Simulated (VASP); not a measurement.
# GaSb (I-4m2) in VASP: notebook

The runs below take GaSb through single point, with HSE06, r2SCAN.

Program: VASP 6.6.1. These are calculated values, not measurements. Logs are shortened: lines on timing, memory, paths and dates and some standing lists are left out, and cuts for length are marked.

### 1 The cell of the first run

The structure is tetragonal, space group I-4m2 (No. 119). The conventional cell has a = 4.285 Å, b = 4.285 Å, c = 6.192 Å, α = 90.00°, β = 90.00°, γ = 90.00°. Within 3.5 Å of Ga (site symmetry -4m2) lie 4 Sb at 2.64 Å. Within 3.5 Å of Sb (site symmetry -4m2) lie 4 Ga at 2.64 Å.

### 2 Single point, HSE06 (epitaxial xy strain -1.2%)

POSCAR reads:

```
GaSb
1.0
    0.0000000000      3.0297014304      3.0959595446
    3.0297014304      0.0000000000      3.0959595446
    3.0297014304      3.0297014304      0.0000000000
Ga Sb
1 1
Direct
    0.0000000000      0.0000000000      0.0000000000
    0.2500000000      0.2500000000      0.2500000000
```

INCAR.step1 reads:

```
PREC = Accurate
ENCUT = 520
EDIFF = 1E-5
ISMEAR = -1
SIGMA = 0.02
LREAL = F
LASPH = T
NELM = 60
ALGO = Normal
ISIF = 2
LWAVE = T
LCHARG = F
GGA = PE
NBANDS = 16
LUSENCCL = F
```

INCAR.step2 reads:

```
PREC = Accurate
ENCUT = 520
EDIFF = 1E-6
ISMEAR = -1
SIGMA = 0.02
LREAL = F
LASPH = T
NELM = 60
ALGO = Normal
ISIF = 2
LWAVE = F
LCHARG = F
GGA = PE
LHFCALC = T
HFSCREEN = 0.2079
PRECFOCK = Normal
ISTART = 1
NBANDS = 16
LUSENCCL = F
```

KPOINTS reads:

```
Automatic mesh
0
Gamma
  6 6 6
```

Potentials or basis: VASP PAW PBE potentials, release 64 (Ga_d, Sb).

Started as:

```sh
cat potpaw_PBE.64/Ga_d/POTCAR potpaw_PBE.64/Sb/POTCAR > POTCAR
cp INCAR.step1 INCAR
mpirun -np 1 vasp_std > vasp.out
cp INCAR.step2 INCAR
mpirun -np 1 vasp_std > vasp.out
```

OUTCAR:

```text
PREC = Accurate
   ENCUT = 520
   EDIFF = 1E-6
   ISMEAR = -1
   LREAL = F
   LASPH = T
   NELM = 60
   ISIF = 2
   GGA = PE
   LHFCALC = T
   HFSCREEN = 0.2079
   PRECFOCK = Normal
   ISTART = 1

 ion  position               nearest neighbor table
   1  0.000  0.000  0.000-   2 2.64   2 2.64   2 2.64   2 2.64
   2  0.250  0.250  0.250-   1 2.64   1 2.64   1 2.64   1 2.64

  LATTYP: Found a body centered tetragonal cell.
 ALAT       =     4.2846448528
 C/A-ratio  =     1.4451417333

  Lattice vectors:

 A1 = (  -3.0297014304,   0.0000000000,   3.0959595446)
 A2 = (   3.0297014304,   0.0000000000,   3.0959595446)
 A3 = (   0.0000000000,   3.0297014304,  -3.0959595446)

Analysis of symmetry for initial positions (statically):
=====================================================================
 Subroutine PRICEL returns:
 Original cell was already a primitive cell.

 Routine SETGRP: Setting up the symmetry group for a
 body centered tetragonal supercell.

 Subroutine GETGRP returns: Found  8 space group operations
 (whereof  8 operations were pure point group operations)
 out of a pool of 16 trial point group operations.

The static configuration has the point symmetry D_2d.

Analysis of symmetry for dynamics (positions and initial velocities):
=====================================================================
 Subroutine PRICEL returns:
 Original cell was already a primitive cell.

 Routine SETGRP: Setting up the symmetry group for a
 body centered tetragonal supercell.

 Subroutine GETGRP returns: Found  8 space group operations
 (whereof  8 operations were pure point group operations)
 out of a pool of 16 trial point group operations.

The dynamic configuration has the point symmetry D_2d.

 Subroutine INISYM returns: Found  8 space group operations
 (whereof  8 operations are pure point group operations),
 and found     1 'primitive' translations

----------------------------------------------------------------------------------------

                                     Primitive cell

  volume of cell :      56.8362

  direct lattice vectors                    reciprocal lattice vectors
     0.000000000  3.029701430  3.095959545    -0.165032764  0.165032764  0.161500818
     3.029701430  0.000000000  3.095959545     0.165032764 -0.165032764  0.161500818
     3.029701430  3.029701430  0.000000000     0.165032764  0.165032764 -0.161500818

  length of vectors
     4.331749792  4.331749792  4.284644853     0.283820613  0.283820613  0.283820613

  position of ions in fractional coordinates (direct lattice)
     0.000000000  0.000000000  0.000000000
     0.250000000  0.250000000  0.250000000

  ion indices of the primitive-cell ions
   primitive index   ion index
                 1           1
                 2           2

----------------------------------------------------------------------------------------

 KPOINTS: Automatic mesh

Automatic generation of k-mesh.
 Grid dimensions read from file:
 generate k-points for:    6    6    6

 Generating k-lattice:

  Cartesian coordinates                     Fractional coordinates (reciprocal lattice)
    -0.027505461  0.027505461  0.026916803     0.166666667  0.000000000  0.000000000
     0.027505461 -0.027505461  0.026916803     0.000000000  0.166666667  0.000000000
     0.027505461  0.027505461 -0.026916803     0.000000000  0.000000000  0.166666667

  Length of vectors
     0.047303436  0.047303436  0.047303436

  Shift w.r.t. Gamma in fractional coordinates (k-lattice)
     0.000000000  0.000000000  0.000000000

 Subroutine IBZKPT returns following result:
 ===========================================

 Found     30 irreducible k-points:

 Following reciprocal coordinates:
            Coordinates               Weight
  0.000000  0.000000  0.000000      1.000000
  0.166667  0.000000  0.000000      8.000000
  0.333333  0.000000  0.000000      8.000000
  0.500000  0.000000  0.000000      4.000000
  0.166667  0.166667  0.000000      2.000000
  0.333333  0.166667  0.000000      8.000000
[... 16 lines left out ...]
  0.333333  0.000000  0.333333      4.000000
  0.500000  0.000000  0.333333     16.000000
 [... further k-points ...]
   k-points           NKPTS =     30   k-points in BZ     NKDIM =    216   number of bands    NBANDS=     16
   number of dos      NEDOS =    301   number of ions     NIONS =      2
   total plane-waves  NPLWV =  32768
   dimension x,y,z NGX =    32 NGY =   32 NGZ =   32
   dimension x,y,z NGXF=    64 NGYF=   64 NGZF=   64
   ions per type =               1   1
   NGX,Y,Z   is equivalent  to a cutoff of  12.28, 12.28, 12.42 a.u.
   NGXF,Y,Z  is equivalent  to a cutoff of  24.56, 24.56, 24.83 a.u.
 SYSTEM =  unknown system
   PREC   = accura    normal or accurate (medium, high low for compatibility)
   ISTART =      1    job   : 0-new  1-cont  2-samecut
   ICHARG =      0    charge: 1-file 2-atom 10-const
   ISPIN  =      1    spin polarized calculation?
   LNONCOLLINEAR =      F non collinear calculations
   LSORBIT =      F    spin-orbit coupling
   LASPH  =      T    aspherical Exc in radial PAW
   ENCUT  =  520.0 eV  38.22 Ry    6.18 a.u.   8.05  8.05  7.97*2*pi/ulx,y,z
   NELM   =     60;   NELMIN=  2; NELMDL=  0     # of ELM steps
   EDIFF  = 0.1E-05   stopping-criterion for ELM
   LREAL  =      F    real-space projection
   EDIFFG = 0.1E-04   stopping-criterion for IOM
   NSW    =      0    number of steps for IOM
   IBRION =     -1    ionic relax: 0-MD 1-quasi-New 2-CG
   NFREE  =      0    steps in history (QN), initial steepest desc. (CG)
   ISIF   =      2    stress and relaxation
   ISYM   =      3    0-nonsym 1-usesym 2-fastsym
   POTIM  = 0.5000    time-step for ionic-motion
   TEBEG  =    0.0;   TEEND  =   0.0 temperature during run
   PSTRESS=    0.0 pullay stress
   NELECT =      18.0000    total number of electrons
   NUPDOWN=      -1.0000    fix difference up-down
   EMIN   =  10.00;   EMAX   =-10.00  energy-range for DOS
   EFERMI =   0.00;   METHOD = LEGACY
   ISMEAR =    -1;   SIGMA  =   0.02  broadening in eV -4-tet -1-fermi 0-gaus
   EFERMI_NEDOS =   21; number of points for ismear=-14 and -15
   IALGO  =     38    algorithm
   IMIX   =      1    mixing-type and parameters
     AMIX     =   0.40;   BMIX     =  1.00
     AMIX_MAG =   1.60;   BMIX_MAG =  1.00
  volume/ion in A,a.u.               =      28.42       191.77
  Fermi-wavevector in a.u.,A,eV,Ry     =   1.115897  2.108739 16.942323  1.245226
  Thomas-Fermi vector in A             =   2.252506
   LORBIT       =      0    0 simple, 1 ext, 2 COOP (PROOUT), +10 PAW based schemes
   GGA     = PE    functional components
   LHFCALC =     T    Hartree Fock is set to
   PRECFOCK=normal    Normal, Fast or Accurate (Low or Medium for compatibility)
   ENCUT4O =  -1.0   cutoff for four orbital integrals eV
   NKREDX  =     1    reduce k-point grid by
   NKREDY  =     1    reduce k-point grid by
   NKREDZ  =     1    reduce k-point grid by
   AEXX    =    0.2500 exact exchange contribution
   HFSCREEN=    0.2079 screening length (either q_TF or 0.3 A-1)
   HFSCREENC=   0.2079 screening length for correlation (either q_TF or 0.3 A-1)
   ENCUTFOCK=  -1.0 apply spherical cutoff to Coloumb kernel
   IVDW    =     0    specifies the selected vdW correction
   LEPSILON=     F    determine dielectric tensor
   LRPA    =     F    only Hartree local field effects (RPA)
 non-spin polarized calculation
  energy-cutoff  :      520.00
  volume of cell :       56.84
 maximum number of plane-waves:      1556
  NGX = 28; NGY = 28; NGZ = 24

 number of electron      17.9999987 magnetization

 Free energy of the ion-electron system (eV)
  ---------------------------------------------------
  ext. energy  EPLUGINS =         0.00000000
  ---------------------------------------------------
  free energy    TOTEN  =        -8.92210990 eV

  energy without entropy =       -8.92210990  energy(sigma->0) =       -8.92210990

 E-fermi :   5.0705     XC(G=0):  -7.6049

 val. band max:        4.5939695083   @ k =   0.0000   0.0000   0.0000
 cond. band min:       5.4496457212   @ k =   0.0000   0.0000   0.0000
 fundamental gap:      0.8556762129
 Fermi energy:         5.0705108191

 k-point     1 :       0.0000    0.0000    0.0000
  band No.  band energies     occupation
      1     -13.1246      2.00000
      2     -13.1214      2.00000
      3     -13.1214      2.00000
      4     -13.0715      2.00000
      5     -13.0679      2.00000
      6      -8.0619      2.00000
[... 8 lines left out ...]
     15      13.8076      0.00000
     16      14.1973      0.00000

 k-point     2 :       0.1667    0.0000    0.0000
  band No.  band energies     occupation
      1     -13.1273      2.00000
      2     -13.1204      2.00000
      3     -13.1186      2.00000
      4     -13.0719      2.00000
      5     -13.0681      2.00000
      6      -7.7495      2.00000
[... 8 lines left out ...]
     15      12.8780      0.00000
     16      13.0819      0.00000

 k-point     3 :       0.3333    0.0000    0.0000
  band No.  band energies     occupation
      1     -13.1364      2.00000
      2     -13.1154      2.00000
      3     -13.1134      2.00000
      4     -13.0722      2.00000
      5     -13.0680      2.00000
      6      -6.9107      2.00000
[... 8 lines left out ...]
     15      13.5323      0.00000
     16      13.5841      0.00000

 k-point     4 :       0.5000    0.0000    0.0000
  band No.  band energies     occupation
      1     -13.1410      2.00000
      2     -13.1131      2.00000
      3     -13.1112      2.00000
      4     -13.0720      2.00000
      5     -13.0676      2.00000
      6      -6.2422      2.00000
[... 8 lines left out ...]
     15      15.4435      0.00000
     16      15.6454      0.00000
[... 324 lines left out ...]
 k-point    22 :      -0.3333    0.5000    0.1667
  band No.  band energies     occupation
      1     -13.1524      2.00000
      2     -13.1043      2.00000
      3     -13.1000      2.00000
      4     -13.0746      2.00000
      5     -13.0704      2.00000
      6      -5.3006      2.00000
[... 8 lines left out ...]
     15      15.6500      0.00000
     16      17.0142      0.00000

 k-point    23 :       0.3333    0.0000    0.3333
  band No.  band energies     occupation
      1     -13.1482      2.00000
      2     -13.1065      2.00000
      3     -13.1052      2.00000
      4     -13.0788      2.00000
      5     -13.0657      2.00000
      6      -6.4440      2.00000
[... 8 lines left out ...]
     15      15.4693      0.00000
     16      16.3898      0.00000

 k-point    24 :       0.5000    0.0000    0.3333
  band No.  band energies     occupation
      1     -13.1518      2.00000
      2     -13.1038      2.00000
      3     -13.1027      2.00000
      4     -13.0792      2.00000
      5     -13.0660      2.00000
      6      -5.6392      2.00000
[... 8 lines left out ...]
     15      15.9223      0.00000
     16      16.6176      0.00000

 [... further k-points ...]

------------------------ aborting loop because EDIFF is reached ----------------------------------------

  FORCE on cell =-STRESS in cart. coord.  units (eV):
  Direction    XX          YY          ZZ          XY          YZ          ZX
  --------------------------------------------------------------------------------------
  -------------------------------------------------------------------------------------
  Total        0.3113185      0.3113185     -0.1073970      0.0000000      0.0000000      0.0000000
  in kB        8.7758777      8.7758777     -3.0274562      0.0000000      0.0000000      0.0000000
  external PRESSURE =       4.8414331 kB  Pullay stress =       0.0000000 kB

 VOLUME and BASIS-vectors are now :
 -----------------------------------------------------------------------------
  energy-cutoff  :      520.00
  volume of cell :       56.84
      direct lattice vectors                 reciprocal lattice vectors
     0.000000000  3.029701430  3.095959545    -0.165032764  0.165032764  0.161500818
     3.029701430  0.000000000  3.095959545     0.165032764 -0.165032764  0.161500818
     3.029701430  3.029701430  0.000000000     0.165032764  0.165032764 -0.161500818

 POSITION                                       TOTAL-FORCE (eV/Angst)
 -----------------------------------------------------------------------------------
      0.00000      0.00000      0.00000         0.000000      0.000000      0.000000
      1.51485      1.51485      1.54798        -0.000000     -0.000000      0.000000
 -----------------------------------------------------------------------------------
    total drift:                                0.000002      0.000002     -0.000005

  FREE ENERGIE OF THE ION-ELECTRON SYSTEM (eV)
  ---------------------------------------------------
  free  energy   TOTEN  =        -8.9221099033 eV

  energy  without entropy=       -8.9221099033  energy(sigma->0) =       -8.92210990
```

It took 49 min on 1 × NVIDIA H100 80GB with 1 thread of Intel Xeon Platinum 8481C at 2.70GHz (Sapphire Rapids), shared host; peak memory 1.2 GiB.

Results:

```
Free energy            : -8.9221 eV
Pressure               : 0.5 GPa
Band gap on the k mesh : 0.86 eV
```

Stress tensor (GPa, compression positive):
```
 0.88  0.00  0.00
 0.00  0.88  0.00
 0.00  0.00 -0.30
```

Caveat: the cell differs from its parent crystal (epitaxial xy strain -1.2%); the PAW data sets were made with another functional, which shifts forces and pressure a little; spin-orbit coupling is left out, which moves the levels of the heavy elements. A k mesh can miss the band edges.

### 3 Single point, r2SCAN (epitaxial xy strain -1.2%)

POSCAR is that of step 2.

INCAR.step1 reads:

```
  PREC = Accurate
  ENCUT = 550
  ISMEAR = -1
  SIGMA = 0.02
  LREAL = F
  LASPH = T
  NELM = 120
  NBANDS = 21
  GGA = PE
  ALGO = Normal
  EDIFF = 1E-5
  LWAVE = T
  LCHARG = F
  GGA_COMPAT = F
```

INCAR.step2 reads:

```
  PREC = Accurate
  ENCUT = 550
  EDIFF = 1E-6
  ISMEAR = -1
  SIGMA = 0.02
  LREAL = F
  LASPH = T
  NELM = 120
  ALGO = Normal
  ISIF = 2
  LWAVE = F
  LCHARG = F
  METAGGA = R2SCAN
  LMIXTAU = T
  NBANDS = 21
  ISTART = 1
  GGA_COMPAT = F
```

KPOINTS reads:

```
Automatic mesh
0
Gamma
  8 8 8
```

Potentials or basis: VASP PAW PBE potentials, release 64 (Ga_d, Sb_d_GW).

Started as:

```sh
cat potpaw_PBE.64/Ga_d/POTCAR potpaw_PBE.64/Sb_d_GW/POTCAR > POTCAR
cp INCAR.step1 INCAR
mpirun -np 1 vasp_std > vasp.out
cp INCAR.step2 INCAR
mpirun -np 1 vasp_std > vasp.out
```

Run time: 6.3 min. Hardware: 1 thread of Intel Xeon Platinum 8259CL at 2.50GHz (Skylake/Cascade Lake), shared host; peak memory 0.28 GiB.

Results (log left out):

```yaml
Free_energy: -37.6280 eV
Pressure: 0.8 GPa
Band_gap_on_the_k_mesh: 0.45 eV
```

Stress tensor (GPa, compression positive):
```
1.16 0.00 0.00
0.00 1.16 0.00
0.00 0.00 0.02
```

Levels at points of the mesh, in eV from the valence-band top:
| k point | band 12 | band 13 | band 14 | band 15 | band 16 | band 17 |
| --- | --- | --- | --- | --- | --- | --- |
| (0.00, 0.00, 0.00) | -0.14 | 0.00 | 0.00 | 0.45 | 2.92 | 2.92 |
| (0.50, 0.00, 0.00) | -6.65 | -1.36 | -1.18 | 0.65 | 3.93 | 4.05 |
| (0.50, 0.50, 0.00) | -7.18 | -2.67 | -2.67 | 1.19 | 1.53 | 9.29 |
| (0.50, 0.00, 0.50) | -7.08 | -2.82 | -2.80 | 1.02 | 1.38 | 9.27 |

Caveat: the cell differs from its parent crystal (epitaxial xy strain -1.2%); semilocal functionals underestimate gaps, and a narrow one can read as zero; the PAW data sets were made with another functional, which shifts forces and pressure a little; spin-orbit coupling is left out, which moves the levels of the heavy elements. A k mesh can miss the band edges.
